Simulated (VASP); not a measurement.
# Mo (Im-3m) in VASP: notebook

Mo is run at these levels: PBEsol; tasks: single point.

Everything below comes from runs of VASP 6.6.1. Logs are shortened: lines on timing, memory, paths and dates and some standing lists are left out, and cuts for length are marked.

## 1. The cell of the first run

The structure is cubic, space group Im-3m (No. 229). The conventional cell has a = 3.129 Å, b = 3.129 Å, c = 3.129 Å, α = 90.00°, β = 90.00°, γ = 90.00°. Within 3.6 Å of Mo (site symmetry m-3m) lie 14 Mo at 2.71 to 3.13 Å.

## 2. Single point, PBEsol

INCAR reads:

```
PREC = Accurate
ENCUT = 520
EDIFF = 1E-6
ISMEAR = 0
SIGMA = 0.1
LREAL = F
LASPH = T
NELM = 60
ALGO = Normal
ISIF = 2
LWAVE = F
LCHARG = F
GGA = PS
NBANDS = 13
```

KPOINTS reads:

```
regular mesh
0
Gamma
  16 16 16
```

POSCAR reads:

```
Mo
1.0
   -1.5645539163      1.5645539163      1.5645539163
    1.5645539163     -1.5645539163      1.5645539163
    1.5645539163      1.5645539163     -1.5645539163
Mo
1
Direct
    0.0000000000      0.0000000000      0.0000000000
```

Potentials or basis: VASP PAW PBE potentials, release 64 (Mo_sv).

Run with:

```console
> cat potpaw_PBE.64/Mo_sv/POTCAR > POTCAR
> mpirun -np 1 vasp_std > vasp.out
```

OUTCAR:

```text
PREC = Accurate
   ENCUT = 520
   EDIFF = 1E-6
   ISMEAR = 0
   LREAL = F
   LASPH = T
   NELM = 60
   ISIF = 2
   GGA = PS

 ion  position               nearest neighbor table
   1  0.000  0.000  0.000-

  LATTYP: Found a body centered cubic cell.
 ALAT       =     3.1291078326

  Lattice vectors:

 A1 = (  -1.5645539163,   1.5645539163,   1.5645539163)
 A2 = (   1.5645539163,  -1.5645539163,   1.5645539163)
 A3 = (   1.5645539163,   1.5645539163,  -1.5645539163)

Analysis of symmetry for initial positions (statically):
=====================================================================
 Subroutine PRICEL returns:
 Original cell was already a primitive cell.

 Routine SETGRP: Setting up the symmetry group for a
 body centered cubic supercell.

 Subroutine GETGRP returns: Found 48 space group operations
 (whereof 48 operations were pure point group operations)
 out of a pool of 48 trial point group operations.

The static configuration has the point symmetry O_h .

Analysis of symmetry for dynamics (positions and initial velocities):
=====================================================================
 Subroutine PRICEL returns:
 Original cell was already a primitive cell.

 Routine SETGRP: Setting up the symmetry group for a
 body centered cubic supercell.

 Subroutine GETGRP returns: Found 48 space group operations
 (whereof 48 operations were pure point group operations)
 out of a pool of 48 trial point group operations.

The dynamic configuration has the point symmetry O_h .

 Subroutine INISYM returns: Found 48 space group operations
 (whereof 48 operations are pure point group operations),
 and found     1 'primitive' translations

----------------------------------------------------------------------------------------

                                     Primitive cell

  volume of cell :      15.3190

  direct lattice vectors                    reciprocal lattice vectors
    -1.564553916  1.564553916  1.564553916     0.000000000  0.319579910  0.319579910
     1.564553916 -1.564553916  1.564553916     0.319579910  0.000000000  0.319579910
     1.564553916  1.564553916 -1.564553916     0.319579910  0.319579910  0.000000000

  length of vectors
     2.709886874  2.709886874  2.709886874     0.451954243  0.451954243  0.451954243

  position of ions in fractional coordinates (direct lattice)
     0.000000000  0.000000000  0.000000000

  ion indices of the primitive-cell ions
   primitive index   ion index
                 1           1

----------------------------------------------------------------------------------------

 KPOINTS: regular mesh

Automatic generation of k-mesh.
 Grid dimensions read from file:
 generate k-points for:   16   16   16

 Generating k-lattice:

  Cartesian coordinates                     Fractional coordinates (reciprocal lattice)
     0.000000000  0.019973744  0.019973744     0.062500000  0.000000000  0.000000000
     0.019973744  0.000000000  0.019973744     0.000000000  0.062500000  0.000000000
     0.019973744  0.019973744  0.000000000     0.000000000  0.000000000  0.062500000

  Length of vectors
     0.028247140  0.028247140  0.028247140

  Shift w.r.t. Gamma in fractional coordinates (k-lattice)
     0.000000000  0.000000000  0.000000000

 Subroutine IBZKPT returns following result:
 ===========================================

 Found    145 irreducible k-points:

 Following reciprocal coordinates:
            Coordinates               Weight
  0.000000  0.000000  0.000000      1.000000
  0.062500  0.000000  0.000000     12.000000
  0.125000  0.000000  0.000000     12.000000
  0.187500  0.000000  0.000000     12.000000
  0.250000  0.000000  0.000000     12.000000
  0.312500  0.000000  0.000000     12.000000
[... 16 lines left out ...]
  0.187500  0.187500  0.000000     24.000000
  0.250000  0.187500  0.000000     48.000000
 [... further k-points ...]
   k-points           NKPTS =    145   k-points in BZ     NKDIM =    145   number of bands    NBANDS=     13
   number of dos      NEDOS =    301   number of ions     NIONS =      1
   total plane-waves  NPLWV =   8000
   dimension x,y,z NGX =    20 NGY =   20 NGZ =   20
   dimension x,y,z NGXF=    40 NGYF=   40 NGZF=   40
   ions per type =               1
   NGX,Y,Z   is equivalent  to a cutoff of  12.27, 12.27, 12.27 a.u.
   NGXF,Y,Z  is equivalent  to a cutoff of  24.54, 24.54, 24.54 a.u.
 SYSTEM =  unknown system
   PREC   = accura    normal or accurate (medium, high low for compatibility)
   ISTART =      0    job   : 0-new  1-cont  2-samecut
   ICHARG =      2    charge: 1-file 2-atom 10-const
   ISPIN  =      1    spin polarized calculation?
   LNONCOLLINEAR =      F non collinear calculations
   LSORBIT =      F    spin-orbit coupling
   LASPH  =      T    aspherical Exc in radial PAW
   ENCUT  =  520.0 eV  38.22 Ry    6.18 a.u.   5.04  5.04  5.04*2*pi/ulx,y,z
   NELM   =     60;   NELMIN=  2; NELMDL= -5     # of ELM steps
   EDIFF  = 0.1E-05   stopping-criterion for ELM
   LREAL  =      F    real-space projection
[... 7 lines left out ...]
   TEBEG  =    0.0;   TEEND  =   0.0 temperature during run
   PSTRESS=    0.0 pullay stress
   NELECT =      14.0000    total number of electrons
   NUPDOWN=      -1.0000    fix difference up-down
   EMIN   =  10.00;   EMAX   =-10.00  energy-range for DOS
   EFERMI =   0.00;   METHOD = LEGACY
   ISMEAR =     0;   SIGMA  =   0.10  broadening in eV -4-tet -1-fermi 0-gaus
   EFERMI_NEDOS =   21; number of points for ismear=-14 and -15
   IALGO  =     38    algorithm
   IMIX   =      4    mixing-type and parameters
     AMIX     =   0.40;   BMIX     =  1.00
     AMIX_MAG =   1.60;   BMIX_MAG =  1.00
  volume/ion in A,a.u.               =      15.32       103.38
  Fermi-wavevector in a.u.,A,eV,Ry     =   1.588694  3.002197 34.340415  2.523949
  Thomas-Fermi vector in A             =   2.687658
   LORBIT       =      0    0 simple, 1 ext, 2 COOP (PROOUT), +10 PAW based schemes
   GGA     = PS    functional components
   LHFCALC =     F    Hartree Fock is set to
   AEXX    =    0.0000 exact exchange contribution
   IVDW    =     0    specifies the selected vdW correction
   LEPSILON=     F    determine dielectric tensor
   LRPA    =     F    only Hartree local field effects (RPA)
 non-spin polarized calculation
 Gauss-broadening in eV      SIGMA  =   0.10
  energy-cutoff  :      520.00
  volume of cell :       15.32
 maximum number of plane-waves:       427
   NGX =  9   NGY =  9   NGZ =  9

 number of electron      13.9999998 magnetization

 Free energy of the ion-electron system (eV)
  ---------------------------------------------------
  ext. energy  EPLUGINS =         0.00000000
  ---------------------------------------------------
  free energy    TOTEN  =       -11.78421340 eV

  energy without entropy =      -11.78216559  energy(sigma->0) =      -11.78318949

 E-fermi :  12.7947     XC(G=0): -13.6421

 val. band max:       12.7817483714   @ k =  -0.1875   0.1875   0.0625
 cond. band min:      12.8141253721   @ k =   0.3750   0.0000   0.0000
 fundamental gap:      0.0323770008
 Fermi energy:        12.7946532429

 k-point     1 :       0.0000    0.0000    0.0000
  band No.  band energies     occupation
      1     -48.3968      2.00000
      2     -21.6359      2.00000
      3     -21.6359      2.00000
      4     -21.6359      2.00000
      5       5.4410      2.00000
      6      11.3913      2.00000
      7      11.3913      2.00000
      8      11.3913      2.00000
      9      14.4801      0.00000
     10      14.4801      0.00000
     11      27.6294      0.00000
     12      27.6294      0.00000
     13      27.6294      0.00000

 k-point     2 :       0.0625    0.0000    0.0000
  band No.  band energies     occupation
      1     -48.3860      2.00000
      2     -21.6975      2.00000
      3     -21.6548      2.00000
      4     -21.6364      2.00000
      5       5.6187      2.00000
      6      11.2898      2.00000
      7      11.3742      2.00000
      8      11.5587      2.00000
      9      14.3294      0.00000
     10      14.4824      0.00000
     11      27.7652      0.00000
     12      27.9294      0.00000
     13      27.9923      0.00000

 k-point     3 :       0.1250    0.0000    0.0000
  band No.  band energies     occupation
      1     -48.3553      2.00000
      2     -21.8706      2.00000
      3     -21.7082      2.00000
      4     -21.6378      2.00000
      5       6.1170      2.00000
      6      11.0137      2.00000
      7      11.2957      2.00000
      8      12.0523      2.00000
      9      14.0281      0.00000
     10      14.4982      0.00000
     11      28.0689      0.00000
     12      28.7977      0.00000
     13      28.8516      0.00000

 k-point     4 :       0.1875    0.0000    0.0000
  band No.  band energies     occupation
      1     -48.3090      2.00000
      2     -22.1241      2.00000
      3     -21.7872      2.00000
      4     -21.6400      2.00000
      5       6.8129      2.00000
      6      10.6311      2.00000
      7      11.1545      2.00000
      8      12.8451      0.47600
      9      13.8604      0.00000
     10      14.5472      0.00000
     11      28.1818      0.00000
     12      29.5344      0.00000
     13      30.1534      0.00000

 k-point     5 :       0.2500    0.0000    0.0000
  band No.  band energies     occupation
      1     -48.2538      2.00000
      2     -22.4151      2.00000
      3     -21.8792      2.00000
      4     -21.6426      2.00000
      5       7.4357      2.00000
      6      10.2187      2.00000
      7      11.1895      2.00000
      8      13.8878      0.00000
      9      13.9433      0.00000
     10      14.6465      0.00000
     11      27.6732      0.00000
     12      29.2129      0.00000
     13      31.8947      0.00000

 k-point     6 :       0.3125    0.0000    0.0000
  band No.  band energies     occupation
      1     -48.1981      2.00000
      2     -22.6982      2.00000
      3     -21.9697      2.00000
      4     -21.6453      2.00000
      5       7.6611      2.00000
      6       9.8402      2.00000
      7      11.7733      2.00000
      8      14.1934      0.00000
      9      14.7961      0.00000
     10      15.0971      0.00000
     11      26.6946      0.00000
     12      27.9634      0.00000
     13      33.9061      0.00000

 k-point     7 :       0.3750    0.0000    0.0000
  band No.  band energies     occupation
      1     -48.1504      2.00000
      2     -22.9326      2.00000
      3     -22.0455      2.00000
      4     -21.6476      2.00000
      5       7.5518      2.00000
      6       9.5414      2.00000
      7      12.8141      0.78303
      8      14.4752      0.00000
      9      14.9700      0.00000
     10      16.3272      0.00000
     11      25.7088      0.00000
     12      26.4621      0.00000
     13      32.6003      0.00000
[... 193 lines left out ...]
 k-point    20 :       0.3125    0.1250    0.0000
  band No.  band energies     occupation
      1     -48.1369      2.00000
      2     -22.9009      2.00000
      3     -22.1023      2.00000
      4     -21.7244      2.00000
      5       8.0250      2.00000
      6       9.6448      2.00000
      7      11.8306      2.00000
      8      14.1687      0.00000
      9      15.2850      0.00000
     10      17.3802      0.00000
     11      25.8501      0.00000
     12      26.7925      0.00000
     13      31.0175      0.00000

 k-point    21 :       0.3750    0.1250    0.0000
  band No.  band energies     occupation
      1     -48.1073      2.00000
      2     -23.0246      2.00000
      3     -22.1679      2.00000
      4     -21.7277      2.00000
      5       7.8517      2.00000
      6       9.4890      2.00000
      7      12.5663      1.99876
      8      14.3622      0.00000
      9      15.5571      0.00000
     10      18.4998      0.00000
     11      24.7864      0.00000
     12      25.8508      0.00000
     13      29.9454      0.00000

 k-point    22 :       0.4375    0.1250    0.0000
  band No.  band energies     occupation
      1     -48.0968      2.00000
      2     -23.0676      2.00000
      3     -22.1909      2.00000
      4     -21.7288      2.00000
      5       7.7805      2.00000
      6       9.4364      2.00000
      7      12.8705      0.28360
      8      14.3759      0.00000
      9      15.7416      0.00000
     10      18.9660      0.00000
     11      24.2725      0.00000
     12      25.5571      0.00000
     13      29.5418      0.00000

 k-point    23 :       0.1875    0.1875    0.0000
  band No.  band energies     occupation
      1     -48.1853      2.00000
      2     -22.6654      2.00000
      3     -21.9988      2.00000
      4     -21.7466      2.00000
      5       8.3801      2.00000
      6      10.0240      2.00000
      7      10.5419      2.00000
      8      13.6659      0.00000
      9      15.1420      0.00000
     10      16.0732      0.00000
     11      27.3373      0.00000
     12      28.5988      0.00000
     13      31.8016      0.00000

 k-point    24 :       0.2500    0.1875    0.0000
  band No.  band energies     occupation
      1     -48.1413      2.00000
      2     -22.8161      2.00000
      3     -22.1246      2.00000
      4     -21.7667      2.00000
      5       8.5127      2.00000
      6       9.7872      2.00000
      7      10.9551      2.00000
      8      13.9027      0.00000
      9      15.2813      0.00000
     10      17.5709      0.00000
     11      26.1924      0.00000
     12      27.7212      0.00000
     13      30.6262      0.00000

 [... further k-points ...]

------------------------ aborting loop because EDIFF is reached ----------------------------------------

  FORCE on cell =-STRESS in cart. coord.  units (eV):
  Direction    XX          YY          ZZ          XY          YZ          ZX
  --------------------------------------------------------------------------------------
  -------------------------------------------------------------------------------------
  Total        0.0494916      0.0494916      0.0494916      0.0000000      0.0000000      0.0000000
  in kB        5.1761921      5.1761921      5.1761921      0.0000000      0.0000000      0.0000000
  external PRESSURE =       5.1761921 kB  Pullay stress =       0.0000000 kB

 VOLUME and BASIS-vectors are now :
 -----------------------------------------------------------------------------
  energy-cutoff  :      520.00
  volume of cell :       15.32
      direct lattice vectors                 reciprocal lattice vectors
    -1.564553916  1.564553916  1.564553916     0.000000000  0.319579910  0.319579910
     1.564553916 -1.564553916  1.564553916     0.319579910  0.000000000  0.319579910
     1.564553916  1.564553916 -1.564553916     0.319579910  0.319579910  0.000000000

 POSITION                                       TOTAL-FORCE (eV/Angst)
 -----------------------------------------------------------------------------------
      0.00000      0.00000      0.00000        -0.000000      0.000000     -0.000000
 -----------------------------------------------------------------------------------
    total drift:                                0.000000     -0.000000     -0.000000

  FREE ENERGIE OF THE ION-ELECTRON SYSTEM (eV)
  ---------------------------------------------------
  free  energy   TOTEN  =       -11.7842133984 eV

  energy  without entropy=      -11.7821655905  energy(sigma->0) =      -11.78318949
```

Run time: 30 s. Hardware: 1 thread of AMD EPYC 7R13, shared host; peak memory 0.11 GiB.

What came out:

| Quantity | Value |
| --- | --- |
| Free energy | -11.7842 eV |
| Pressure | 0.5 GPa |
| Band gap on the k mesh | zero (band 7 reaches 16.93 eV, above the bottom of band 8 at 11.39 eV) |

Caveat: the PAW data sets were made with another functional, which shifts forces and pressure a little.

## 3. Single point, PBEsol

INCAR reads:

```
  PREC = Accurate
  ENCUT = 520
  EDIFF = 1E-6
  ISMEAR = -1
  SIGMA = 0.15
  LREAL = F
  LASPH = T
  NELM = 60
  ALGO = Fast
  ISIF = 2
  LWAVE = F
  LCHARG = F
  GGA = PS
  NBANDS = 13
```

KPOINTS reads:

```
Automatic mesh
0
Gamma
  16 16 16
```

POSCAR reads:

```
Mo
1.0
   -1.5649018777      1.5649018777      1.5649018777
    1.5649018777     -1.5649018777      1.5649018777
    1.5649018777      1.5649018777     -1.5649018777
Mo
1
Direct
    0.0000000000      0.0000000000      0.0000000000
```

Potentials or basis: VASP PAW PBE potentials, release 64 (Mo_sv).

Run with:

```console
> cat potpaw_PBE.64/Mo_sv/POTCAR > POTCAR
> mpirun -np 1 vasp_std > vasp.out
```

Run time: 34 s. Hardware: 1 thread of AMD EPYC 7R13, shared host; peak memory 0.11 GiB.

It converged, with:

* Free energy: -11.8041 eV
* Pressure: 0.5 GPa
* Band gap on the k mesh: zero (band 7 reaches 16.91 eV, above the bottom of band 8 at 11.38 eV)

Levels at points of the mesh, in eV from the Fermi level:
```
           k point  band 4  band 5  band 6  band 7  band 8  band 9  band 10  band 11
(0.00, 0.00, 0.00)  -34.41   -7.33   -1.38   -1.38   -1.38    1.71     1.71    14.86
(0.50, 0.00, 0.00)  -34.42   -5.45   -3.48    1.70    1.75    2.40     4.95    11.96
(0.50, 0.50, 0.50)  -35.44   -5.60   -5.60    4.15    4.15    4.15     9.19     9.19
```

Caveat: the PAW data sets were made with another functional, which shifts forces and pressure a little.
